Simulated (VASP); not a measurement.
Runs of VASP 6.6.1 on LiH. The structure is that of space group Fm-3m (No. 225), or close to it. The cells are those of the table. 

```csv
task,level,cell,k mesh,grid for exact exchange (PRECFOCK),share of exact exchange,screening parameter,gap on the mesh (eV)
relaxation of the atoms,r2SCAN,"atoms relaxed from a = 2.868 Å, angles 60.0°, 2 atoms",12 × 12 × 12,-,-,-,(a)
relaxation of the atoms,r2SCAN,"atoms relaxed from a = 2.831 Å, angles 60.0°, 2 atoms",12 × 12 × 12,-,-,-,(b)
relaxation of the atoms,r2SCAN,"atoms relaxed from a = 2.849 Å, angles 60.0°, 2 atoms",12 × 12 × 12,-,-,-,3.59
relaxation of the atoms,r2SCAN,"atoms relaxed from a = 2.886 Å, angles 60.0°, 2 atoms",12 × 12 × 12,-,-,-,3.61
relaxation of the atoms,r2SCAN,"atoms relaxed from a = 2.812 Å, angles 60.0°, 2 atoms",12 × 12 × 12,-,-,-,3.57
single point,HSE06,"a = 2.831 Å, angles 60.0°, 2 atoms",8 × 8 × 8,Normal,0.25,0.2079 1/Å,3.97
```

Alike in all rows: potentials or basis VASP PAW PBE potentials, release 64 (Li_sv, H); no spin polarisation; cutoff (eV) 520; smearing fermi-dirac 0.02 eV.

Q: Fill in the values left out.

A: (a) 3.60; (b) 3.58.

Caveats: the relaxation stopped at its first step, so nothing moved (at least some runs).

A k mesh can miss the band edges.
